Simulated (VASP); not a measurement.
A run of VASP 6.6.1 is set up as follows.

Contents of INCAR:

```
SYSTEM = HCl
  PREC = Accurate
  ENCUT = 520
  EDIFF = 1E-6
  ISMEAR = -1
  SIGMA = 0.05
  LREAL = Auto
  LASPH = .True.
  NELM = 100
  ALGO = Normal
  ISIF = 2
  LWAVE = .False.
  LCHARG = .False.
  GGA = PE
  IVDW = 12
  NBANDS = 56
```

KPOINTS

```
regular mesh
0
Gamma
  1 1 1
  0 0 0
```

POSCAR

```
HCl
1.0
    7.4168600000      0.0000000000      0.0000000000
    0.0000000000      7.4168600000      0.0000000000
    0.0000000000      0.0000000000      7.4168600000
Cl H
10 10
Direct
    0.6395428793      0.3900976963      0.6238354236
    0.4265147246      0.1906601985      0.0348530241
    0.6606839013      0.5751086039      0.0970491556
    0.0097076121      0.6249544956      0.5673020658
    1.0160903671      0.4171711479      0.9623749134
    0.4222946098      0.8383736514      0.6251837031
    0.7330190943      1.0155106069      0.3266206993
    0.1850243904      0.2144168826      0.5108900532
   -0.2080934519     -0.0439269448      0.8232729214
    0.1646788533      0.7936647045      0.1693169347
    0.4690664243      0.4030681447      0.6540368835
    0.2553101987      0.2170055792      0.0104626486
    0.5157168937      0.6750430775      0.0736565069
   -0.1493219503      0.6786564665      0.5732749438
    1.0339820355      0.3454696462      0.8038981456
    0.2980236920      0.9173154138      0.5177797612
    0.6056066853      0.9286544441      0.4207036401
    0.0698948072      0.2607167993      0.3906639737
   -0.1236641921      0.0182287383      0.9610805651
    0.0458684672      0.6944717846      0.2722311059
```

Potentials or basis: VASP PAW PBE potentials, release 64 (Cl, H).

Command:

```sh
$ cat potpaw_PBE.64/Cl/POTCAR potpaw_PBE.64/H/POTCAR > POTCAR
$ mpirun -np 1 vasp_gam > vasp.out
```

Task: Estimate the largest force.

Result: 1.793 eV/Å.

Task: Predict the pressure.

Result: 0.7 GPa.

Forces on the atoms (eV/Å):
```
Cl  -0.211  0.022 -0.035
Cl  -0.330 -0.240 -0.080
Cl  -0.891  0.714 -0.005
Cl   1.281 -0.285 -0.343
Cl   0.256 -0.503 -0.152
Cl  -0.942  0.439 -0.783
Cl  -0.429 -0.410  0.349
Cl   0.147 -0.128  0.116
Cl   0.187  0.193  0.037
Cl  -0.969 -0.682  0.844
H    0.103 -0.002  0.021
H    0.134  0.095  0.060
H    0.643 -0.445  0.242
H   -1.350  0.408  0.089
H   -0.100  0.024  0.119
H    0.825 -0.599  0.751
H    0.586  0.475 -0.339
H   -0.170  0.013 -0.113
H    0.031 -0.126  0.060
H    1.198  1.037 -0.839
```

Caveat: the k points lie up to 0.85 Å⁻¹ apart; the atoms stand as in a frame of molecular dynamics.
